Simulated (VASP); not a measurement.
Set up this calculation in VASP 6.6.1, as the native input.

```yaml
Task: single point
Functional: LDA
Potentials_or_basis: VASP PAW LDA potentials, release 64 (Li_sv, Sn_d)
Cutoff: 520 eV
k_mesh: 7 × 7 × 7
Occupations: methfessel-paxton, width 0.02 eV
Spin: no spin polarisation
Dipole_correction: no
Further_INCAR_settings: ALGO = Normal; EDIFF = 1e-06; NBANDS = 30
```

The structure of LiSn3 lies in POSCAR:

```
LiSn3
1.0
   -2.2753600000      2.2753600000      4.7435800000
    2.2753600000     -2.2753600000      4.7435800000
    2.2753600000      2.2753600000     -4.7435800000
Li Sn
1 3
Direct
    0.0000000000      0.0000000000      0.0000000000
    0.7500000000      0.2500000000      0.5000000000
    0.2500000000      0.7500000000      0.5000000000
    0.5000000000      0.5000000000      0.0000000000
```

The input as run:

INCAR

```
SYSTEM = LiSn3
ALGO = Normal
EDIFF = 1E-6
ENCUT = 520
ISIF = 2
ISMEAR = 1
LASPH = .TRUE.
LCHARG = .FALSE.
LREAL = .FALSE.
LWAVE = .FALSE.
NBANDS = 30
NELM = 60
PREC = Accurate
SIGMA = 0.02
```

KPOINTS

```
k-points
0
G
  7 7 7
  0 0 0
```

Potentials or basis: VASP PAW LDA potentials, release 64 (Li_sv, Sn_d).

The run is started by

```console
$ cat potpaw_LDA.64/Li_sv/POTCAR potpaw_LDA.64/Sn_d/POTCAR > POTCAR
$ mpirun -np 1 vasp_std > vasp.out
```

It took 71 s on 1 thread of Intel(R) Xeon(R) 6975P-C (Granite Rapids), with other jobs on the host, peak memory 0.29 GiB.
